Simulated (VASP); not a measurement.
# SiC (Moissanite 3C) (F-43m) in VASP: further runs

The runs below take SiC (Moissanite 3C) through single point, with LDA.

All numbers are computed with VASP 6.6.1; they aren't measurements. Logs are shortened: lines on timing, memory, paths and dates and some standing lists are left out, and cuts for length are marked.

## Step 1: The cell of the first run

It takes space group F-43m (No. 216, cubic). Conventional cell: a = 4.358 Å, b = 4.358 Å, c = 4.358 Å, α = 90.00°, β = 90.00°, γ = 90.00°. Si (site symmetry -43m) has 4 C at 1.89 Å within 2.5 Å. C (site symmetry -43m) has 4 Si at 1.89 Å within 2.5 Å.

## Step 2: Single point, LDA

The input, INCAR:

```
ALGO = Normal
EDIFF = 1E-6
ENCUT = 600
GGA_COMPAT = False
ISIF = 2
ISMEAR = -1
LASPH = True
LCHARG = False
LREAL = False
LWAVE = False
NBANDS = 11
NELM = 120
PREC = Accurate
SIGMA = 0.05
```

The input, KPOINTS:

```
k-points
0
Gamma
  6 6 6
```

The input, POSCAR:

```
SiC
1.0
    0.0000000000      2.1790000000      2.1790000000
    2.1790000000      0.0000000000      2.1790000000
    2.1790000000      2.1790000000      0.0000000000
Si C
1 1
Direct
    0.0000000000      0.0000000000      0.0000000000
    0.2500000000      0.2500000000      0.2500000000
```

Potentials or basis: VASP PAW LDA potentials, release 64 (Si, C).

Command:

```bash
$ cat potpaw_LDA.64/Si/POTCAR potpaw_LDA.64/C/POTCAR > POTCAR
$ mpirun -np 1 vasp_std > vasp.out
```

OUTCAR:

```text
EDIFF = 1E-6
   ENCUT = 600
   ISIF = 2
   ISMEAR = -1
   LASPH = True
   LREAL = False
   NELM = 120
   PREC = Accurate

 ion  position               nearest neighbor table
   1  0.000  0.000  0.000-   2 1.89   2 1.89   2 1.89   2 1.89
   2  0.250  0.250  0.250-   1 1.89   1 1.89   1 1.89   1 1.89

  LATTYP: Found a face centered cubic cell.
 ALAT       =     4.3580000000

  Lattice vectors:

 A1 = (   0.0000000000,   2.1790000000,   2.1790000000)
 A2 = (   2.1790000000,   0.0000000000,   2.1790000000)
 A3 = (   2.1790000000,   2.1790000000,   0.0000000000)

Analysis of symmetry for initial positions (statically):
=====================================================================
 Subroutine PRICEL returns:
 Original cell was already a primitive cell.

 Routine SETGRP: Setting up the symmetry group for a
 face centered cubic supercell.

 Subroutine GETGRP returns: Found 24 space group operations
 (whereof 24 operations were pure point group operations)
 out of a pool of 48 trial point group operations.

The static configuration has the point symmetry T_d .

Analysis of symmetry for dynamics (positions and initial velocities):
=====================================================================
 Subroutine PRICEL returns:
 Original cell was already a primitive cell.

 Routine SETGRP: Setting up the symmetry group for a
 face centered cubic supercell.

 Subroutine GETGRP returns: Found 24 space group operations
 (whereof 24 operations were pure point group operations)
 out of a pool of 48 trial point group operations.

The dynamic configuration has the point symmetry T_d .

 Subroutine INISYM returns: Found 24 space group operations
 (whereof 24 operations are pure point group operations),
 and found     1 'primitive' translations

----------------------------------------------------------------------------------------

                                     Primitive cell

  volume of cell :      20.6920

  direct lattice vectors                    reciprocal lattice vectors
     0.000000000  2.179000000  2.179000000    -0.229463056  0.229463056  0.229463056
     2.179000000  0.000000000  2.179000000     0.229463056 -0.229463056  0.229463056
     2.179000000  2.179000000  0.000000000     0.229463056  0.229463056 -0.229463056

  length of vectors
     3.081571352  3.081571352  3.081571352     0.397441672  0.397441672  0.397441672

  position of ions in fractional coordinates (direct lattice)
     0.000000000  0.000000000  0.000000000
     0.250000000  0.250000000  0.250000000

  ion indices of the primitive-cell ions
   primitive index   ion index
                 1           1
                 2           2

----------------------------------------------------------------------------------------

 KPOINTS: k-points

Automatic generation of k-mesh.
 Grid dimensions read from file:
 generate k-points for:    6    6    6

 Generating k-lattice:

  Cartesian coordinates                     Fractional coordinates (reciprocal lattice)
    -0.038243843  0.038243843  0.038243843     0.166666667  0.000000000  0.000000000
     0.038243843 -0.038243843  0.038243843     0.000000000  0.166666667  0.000000000
     0.038243843  0.038243843 -0.038243843     0.000000000  0.000000000  0.166666667

  Length of vectors
     0.066240279  0.066240279  0.066240279

  Shift w.r.t. Gamma in fractional coordinates (k-lattice)
     0.000000000  0.000000000  0.000000000

 Subroutine IBZKPT returns following result:
 ===========================================

 Found     16 irreducible k-points:

 Following reciprocal coordinates:
            Coordinates               Weight
  0.000000  0.000000  0.000000      1.000000
  0.166667  0.000000  0.000000      8.000000
  0.333333  0.000000  0.000000      8.000000
  0.500000  0.000000  0.000000      4.000000
  0.166667  0.166667  0.000000      6.000000
  0.333333  0.166667  0.000000     24.000000
[... 8 lines left out ...]
 -0.333333  0.333333  0.166667     24.000000
 -0.333333  0.500000  0.166667     12.000000
   k-points           NKPTS =     16   k-points in BZ     NKDIM =     16   number of bands    NBANDS=     11
   number of dos      NEDOS =    301   number of ions     NIONS =      2
   total plane-waves  NPLWV =  21952
   dimension x,y,z NGX =    28 NGY =   28 NGZ =   28
   dimension x,y,z NGXF=    56 NGYF=   56 NGZF=   56
   ions per type =               1   1
   NGX,Y,Z   is equivalent  to a cutoff of  15.11, 15.11, 15.11 a.u.
   NGXF,Y,Z  is equivalent  to a cutoff of  30.21, 30.21, 30.21 a.u.
 SYSTEM =  unknown system
   PREC   = accura    normal or accurate (medium, high low for compatibility)
   ISTART =      0    job   : 0-new  1-cont  2-samecut
   ICHARG =      2    charge: 1-file 2-atom 10-const
   ISPIN  =      1    spin polarized calculation?
   LNONCOLLINEAR =      F non collinear calculations
   LSORBIT =      F    spin-orbit coupling
   LASPH  =      T    aspherical Exc in radial PAW
   ENCUT  =  600.0 eV  44.10 Ry    6.64 a.u.   6.15  6.15  6.15*2*pi/ulx,y,z
   NELM   =    120;   NELMIN=  2; NELMDL= -5     # of ELM steps
   EDIFF  = 0.1E-05   stopping-criterion for ELM
   LREAL  =      F    real-space projection
   EDIFFG = 0.1E-04   stopping-criterion for IOM
   NSW    =      0    number of steps for IOM
   IBRION =     -1    ionic relax: 0-MD 1-quasi-New 2-CG
   NFREE  =      0    steps in history (QN), initial steepest desc. (CG)
   ISIF   =      2    stress and relaxation
   ISYM   =      2    0-nonsym 1-usesym 2-fastsym
   POTIM  = 0.5000    time-step for ionic-motion
   TEBEG  =    0.0;   TEEND  =   0.0 temperature during run
   PSTRESS=    0.0 pullay stress
   NELECT =       8.0000    total number of electrons
   NUPDOWN=      -1.0000    fix difference up-down
   EMIN   =  10.00;   EMAX   =-10.00  energy-range for DOS
[... 5 lines left out ...]
     AMIX     =   0.40;   BMIX     =  1.00
     AMIX_MAG =   1.60;   BMIX_MAG =  1.00
  volume/ion in A,a.u.               =      10.35        69.82
  Fermi-wavevector in a.u.,A,eV,Ry     =   1.192626  2.253736 19.352338  1.422357
  Thomas-Fermi vector in A             =   2.328660
   LORBIT       =      0    0 simple, 1 ext, 2 COOP (PROOUT), +10 PAW based schemes
   GGA     = CA    functional components
   LHFCALC =     F    Hartree Fock is set to
   AEXX    =    0.0000 exact exchange contribution
   IVDW    =     0    specifies the selected vdW correction
   LEPSILON=     F    determine dielectric tensor
   LRPA    =     F    only Hartree local field effects (RPA)
 non-spin polarized calculation
  energy-cutoff  :      600.00
  volume of cell :       20.69
 maximum number of plane-waves:       701
 NGX is ok and might be reduce to    28
   NGX = 13   NGY = 13   NGZ = 13

 number of electron       8.0000000 magnetization

 Free energy of the ion-electron system (eV)
  ---------------------------------------------------
  ext. energy  EPLUGINS =         0.00000000
  ---------------------------------------------------
  free energy    TOTEN  =       -16.62906548 eV

  energy without entropy =      -16.62906539  energy(sigma->0) =      -16.62906543

 E-fermi :   8.7175     XC(G=0): -11.5553

 val. band max:        8.0683218516   @ k =   0.0000   0.0000   0.0000
 cond. band min:       9.3662927691   @ k =   0.5000   0.5000   0.0000
 fundamental gap:      1.2979709175
 Fermi energy:         8.7175171176

 k-point     1 :       0.0000    0.0000    0.0000
  band No.  band energies     occupation
      1      -7.2510      2.00000
      2       8.0683      2.00000
      3       8.0683      2.00000
      4       8.0683      2.00000
      5      14.3574      0.00000
      6      15.2541      0.00000
      7      15.2541      0.00000
      8      15.2541      0.00000
      9      22.5222      0.00000
     10      22.5222      0.00000
     11      24.2319      0.00000

 k-point     2 :       0.1667    0.0000    0.0000
  band No.  band energies     occupation
      1      -6.7096      2.00000
      2       5.7143      2.00000
      3       7.7365      2.00000
      4       7.7365      2.00000
      5      14.3702      0.00000
      6      15.7711      0.00000
      7      15.7711      0.00000
      8      16.3431      0.00000
      9      20.9676      0.00000
     10      20.9676      0.00000
     11      23.5327      0.00000

 k-point     3 :       0.3333    0.0000    0.0000
  band No.  band energies     occupation
      1      -5.1713      2.00000
      2       1.9076      2.00000
      3       7.2215      2.00000
      4       7.2215      2.00000
      5      13.7035      0.00000
      6      15.6016      0.00000
      7      15.6016      0.00000
      8      17.8599      0.00000
      9      22.2390      0.00000
     10      22.2390      0.00000
     11      23.1177      0.00000

 k-point     4 :       0.5000    0.0000    0.0000
  band No.  band energies     occupation
      1      -3.6301      2.00000
      2      -0.4919      2.00000
      3       7.0130      2.00000
      4       7.0130      2.00000
      5      13.4545      0.00000
      6      15.1908      0.00000
      7      15.1908      0.00000
      8      17.9815      0.00000
      9      23.9950      0.00000
     10      25.1135      0.00000
     11      25.1135      0.00000
[... 127 lines left out ...]
 k-point    14 :       0.5000    0.3333    0.1667
  band No.  band energies     occupation
      1      -3.8736      2.00000
      2       2.1527      2.00000
      3       3.9445      2.00000
      4       5.6357      2.00000
      5      12.8818      0.00000
      6      15.6894      0.00000
      7      16.5605      0.00000
      8      19.5910      0.00000
      9      21.2254      0.00000
     10      24.7022      0.00000
     11      28.5090      0.00000

 k-point    15 :      -0.3333    0.3333    0.1667
  band No.  band energies     occupation
      1      -2.5277      2.00000
      2       0.6806      2.00000
      3       3.3420      2.00000
      4       4.9279      2.00000
      5      13.1013      0.00000
      6      15.8661      0.00000
      7      18.2431      0.00000
      8      19.2113      0.00000
      9      20.8154      0.00000
     10      24.3792      0.00000
     11      29.0202      0.00000

 k-point    16 :      -0.3333    0.5000    0.1667
  band No.  band energies     occupation
      1      -1.9681      2.00000
      2       0.7661      2.00000
      3       3.5333      2.00000
      4       3.6605      2.00000
      5      11.9932      0.00000
      6      15.0281      0.00000
      7      18.7857      0.00000
      8      20.1081      0.00000
      9      22.0349      0.00000
     10      25.6142      0.00000
     11      29.0440      0.00000

------------------------ aborting loop because EDIFF is reached ----------------------------------------

  FORCE on cell =-STRESS in cart. coord.  units (eV):
  Direction    XX          YY          ZZ          XY          YZ          ZX
  --------------------------------------------------------------------------------------
  -------------------------------------------------------------------------------------
  Total       -0.5342769     -0.5342769     -0.5342769      0.0000000      0.0000000     -0.0000000
  in kB      -41.3690279    -41.3690279    -41.3690279      0.0000000      0.0000000     -0.0000000
  external PRESSURE =     -41.3690279 kB  Pullay stress =       0.0000000 kB

 VOLUME and BASIS-vectors are now :
 -----------------------------------------------------------------------------
  energy-cutoff  :      600.00
  volume of cell :       20.69
      direct lattice vectors                 reciprocal lattice vectors
     0.000000000  2.179000000  2.179000000    -0.229463056  0.229463056  0.229463056
     2.179000000  0.000000000  2.179000000     0.229463056 -0.229463056  0.229463056
     2.179000000  2.179000000  0.000000000     0.229463056  0.229463056 -0.229463056

 POSITION                                       TOTAL-FORCE (eV/Angst)
 -----------------------------------------------------------------------------------
      0.00000      0.00000      0.00000        -0.000000     -0.000000     -0.000000
      1.08950      1.08950      1.08950         0.000000      0.000000      0.000000
 -----------------------------------------------------------------------------------
    total drift:                               -0.000000     -0.000000     -0.000000

  FREE ENERGIE OF THE ION-ELECTRON SYSTEM (eV)
  ---------------------------------------------------
  free  energy   TOTEN  =       -16.6290654789 eV

  energy  without entropy=      -16.6290653888  energy(sigma->0) =      -16.62906543
```

Run time: 6.9 s. Hardware: 1 thread of AMD EPYC 7R13 (Zen 3), shared host; peak memory 0.1 GiB.

What came out:

```
Free energy            : -16.6291 eV
Pressure               : -4.1 GPa
Band gap on the k mesh : 1.30 eV, indirect (least direct gap 4.49 eV)
```

A k mesh can miss the band edges. As with any semilocal functional, this LDA gap is likely too small.

## Step 3: Single point, LDA

The input, INCAR:

```
ALGO = Normal ; EDIFF = 1E-6
ENCUT = 600 ; GGA = CA
GGA_COMPAT = F ; ISIF = 2
ISMEAR = -1 ; LASPH = T
LCHARG = T ; LELF = T
LREAL = F ; LVHAR = T
LWAVE = F ; NBANDS = 11
NELM = 120 ; PREC = Accurate
SIGMA = 0.05
```

KPOINTS is that of step 2.

POSCAR is that of step 2.

Potentials or basis: VASP PAW LDA potentials, release 64 (Si, C).

Command:

```bash
$ cat potpaw_LDA.64/Si/POTCAR potpaw_LDA.64/C/POTCAR > POTCAR
$ mpirun -np 1 vasp_std > vasp.out
```

OUTCAR:

```text
EDIFF = 1E-6
   ENCUT = 600
   GGA = CA
   ISIF = 2
   ISMEAR = -1
   LASPH = T
   LREAL = F
   NELM = 120
   PREC = Accurate

 ion  position               nearest neighbor table
   1  0.000  0.000  0.000-   2 1.89   2 1.89   2 1.89   2 1.89
   2  0.250  0.250  0.250-   1 1.89   1 1.89   1 1.89   1 1.89

  LATTYP: Found a face centered cubic cell.
 ALAT       =     4.3580000000

  Lattice vectors:

 A1 = (   0.0000000000,   2.1790000000,   2.1790000000)
 A2 = (   2.1790000000,   0.0000000000,   2.1790000000)
 A3 = (   2.1790000000,   2.1790000000,   0.0000000000)

Analysis of symmetry for initial positions (statically):
=====================================================================
 Subroutine PRICEL returns:
 Original cell was already a primitive cell.

 Routine SETGRP: Setting up the symmetry group for a
 face centered cubic supercell.

 Subroutine GETGRP returns: Found 24 space group operations
 (whereof 24 operations were pure point group operations)
 out of a pool of 48 trial point group operations.
[... 160 lines left out ...]

 k-point     1 :       0.0000    0.0000    0.0000
  band No.  band energies     occupation
      1      -7.2510      2.00000
      2       8.0683      2.00000
      3       8.0683      2.00000
      4       8.0683      2.00000
      5      14.3574      0.00000
      6      15.2541      0.00000
      7      15.2541      0.00000
      8      15.2541      0.00000
      9      22.5222      0.00000
     10      22.5222      0.00000
     11      24.2319      0.00000
[... 197 lines left out ...]
 k-point    16 :      -0.3333    0.5000    0.1667
  band No.  band energies     occupation
      1      -1.9681      2.00000
      2       0.7661      2.00000
      3       3.5333      2.00000
      4       3.6605      2.00000
      5      11.9932      0.00000
      6      15.0281      0.00000
      7      18.7857      0.00000
      8      20.1081      0.00000
      9      22.0349      0.00000
     10      25.6142      0.00000
     11      29.0440      0.00000

------------------------ aborting loop because EDIFF is reached ----------------------------------------

  FORCE on cell =-STRESS in cart. coord.  units (eV):
  Direction    XX          YY          ZZ          XY          YZ          ZX
  --------------------------------------------------------------------------------------
  -------------------------------------------------------------------------------------
  Total       -0.5342769     -0.5342769     -0.5342769      0.0000000      0.0000000     -0.0000000
  in kB      -41.3690279    -41.3690279    -41.3690279      0.0000000      0.0000000     -0.0000000
  external PRESSURE =     -41.3690279 kB  Pullay stress =       0.0000000 kB

 VOLUME and BASIS-vectors are now :
 -----------------------------------------------------------------------------
  energy-cutoff  :      600.00
  volume of cell :       20.69
      direct lattice vectors                 reciprocal lattice vectors
     0.000000000  2.179000000  2.179000000    -0.229463056  0.229463056  0.229463056
     2.179000000  0.000000000  2.179000000     0.229463056 -0.229463056  0.229463056
     2.179000000  2.179000000  0.000000000     0.229463056  0.229463056 -0.229463056

 POSITION                                       TOTAL-FORCE (eV/Angst)
 -----------------------------------------------------------------------------------
      0.00000      0.00000      0.00000        -0.000000     -0.000000     -0.000000
      1.08950      1.08950      1.08950         0.000000      0.000000      0.000000
 -----------------------------------------------------------------------------------
    total drift:                               -0.000000     -0.000000     -0.000000

  FREE ENERGIE OF THE ION-ELECTRON SYSTEM (eV)
  ---------------------------------------------------
  free  energy   TOTEN  =       -16.6290654789 eV

  energy  without entropy=      -16.6290653888  energy(sigma->0) =      -16.62906543
```

OSZICAR:

```text
N       E                     dE             d eps       ncg     rms          rms(c)
DAV:   1     0.219767371043E+01    0.21977E+01   -0.42285E+03   360   0.695E+02
DAV:   2    -0.181155040258E+02   -0.20313E+02   -0.18960E+02   426   0.113E+02
DAV:   3    -0.186683512763E+02   -0.55285E+00   -0.55188E+00   433   0.162E+01
DAV:   4    -0.186705858085E+02   -0.22345E-02   -0.22344E-02   394   0.132E+00
DAV:   5    -0.186705971933E+02   -0.11385E-04   -0.11385E-04   421   0.859E-02    0.906E+00
DAV:   6    -0.167199282360E+02    0.19507E+01   -0.71859E+00   385   0.119E+01    0.397E+00
DAV:   7    -0.166502544510E+02    0.69674E-01   -0.38326E-01   424   0.358E+00    0.178E+00
DAV:   8    -0.166294488525E+02    0.20806E-01   -0.26479E-02   409   0.982E-01    0.176E-01
DAV:   9    -0.166290492503E+02    0.39960E-03   -0.19516E-03   423   0.240E-01    0.972E-02
DAV:  10    -0.166290652592E+02   -0.16009E-04   -0.12938E-04   403   0.703E-02    0.319E-02
DAV:  11    -0.166290654789E+02   -0.21977E-06   -0.46129E-06   421   0.125E-02
   1 F= -.16629065E+02 E0= -.16629065E+02  d E =-.901767E-07
```

stdout:

```text
POSCAR found type information on POSCAR SiC
 POSCAR found :  2 types and       2 ions
 scaLAPACK will be used
 LDA part: xc-table for (Slater(with rela. corr.)+CA(PZ))
 , standard interpolation
 POSCAR, INCAR and KPOINTS ok, starting setup
 FFT: planning ... GRIDC
 FFT: planning ... GRID_SOFT
 FFT: planning ... GRID
 WAVECAR not read
 entering main loop
```

It took 9 s on 1 thread of AMD EPYC 7R13 (Zen 3), shared host; peak memory 0.1 GiB.

Results:

```
Free energy            : -16.6291 eV
Pressure               : -4.1 GPa
Band gap on the k mesh : 1.30 eV, indirect (least direct gap 4.49 eV)
```

Levels at points of the mesh, in eV from the valence-band top:
| k point | band 1 | band 2 | band 3 | band 4 | band 5 | band 6 | band 7 | band 8 |
| --- | --- | --- | --- | --- | --- | --- | --- | --- |
| (0.00, 0.00, 0.00) | -15.32 | 0.00 | 0.00 | 0.00 | 6.29 | 7.19 | 7.19 | 7.19 |
| (0.50, 0.00, 0.00) | -11.70 | -8.56 | -1.06 | -1.06 | 5.39 | 7.12 | 7.12 | 9.91 |
| (0.50, 0.50, 0.00) | -10.22 | -7.82 | -3.20 | -3.20 | 1.30 | 4.18 | 13.82 | 13.82 |

A k mesh can miss the band edges.
